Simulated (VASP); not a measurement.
Runs of VASP 6.6.1 on CuAu. The structure is that of space group R-3m (No. 166), or close to it. The cells are those of the table. 

| level | potentials or basis | cell | gap on the mesh (eV) | pressure (GPa) |
| --- | --- | --- | --- | --- |
| LDA | VASP PAW LDA potentials, release 64 (Au, Cu) | a = 4.509 Å, angles 36.8°, 2 atoms | none | (a) |
| LDA | VASP PAW LDA potentials, release 64 (Au, Cu) | a = 4.571 Å, angles 36.8°, 2 atoms | none | -12.2 |
| LDA | VASP PAW LDA potentials, release 64 (Au, Cu) | a = 4.660 Å, angles 36.8°, 2 atoms | none | (b) |
| r2SCAN | VASP PAW PBE potentials, release 64 (Au, Cu) | a = 4.540 Å, angles 36.8°, 2 atoms | none | -1.8 |
| LDA | VASP PAW LDA potentials, release 64 (Au, Cu) | a = 4.601 Å, angles 36.8°, 2 atoms | none | -14.4 |
| PBE | VASP PAW PBE potentials, release 64 (Au, Cu) | a = 4.571 Å, angles 36.8°, 2 atoms | none | -1.1 |
| PBEsol | VASP PAW PBE potentials, release 64 (Au, Cu) | a = 4.578 Å, angles 35.5°, 2 atoms | none | 0.0 |

Alike in all rows: task single point; no spin polarisation; k mesh 11 × 11 × 11; cutoff (eV) 520; smearing fermi-dirac 0.05 eV.

Q: Fill in the values left out.

A: (a) -7.1; (b) -17.7.

Caveats: spin-orbit coupling is left out, which moves the levels of the heavy elements; the PAW data sets were made with another functional, which shifts forces and pressure a little (some runs).

A k mesh can miss the band edges, and the runs leave out spin-orbit coupling on Au.

A gap of «none» marks levels without a gap at the run's occupations.
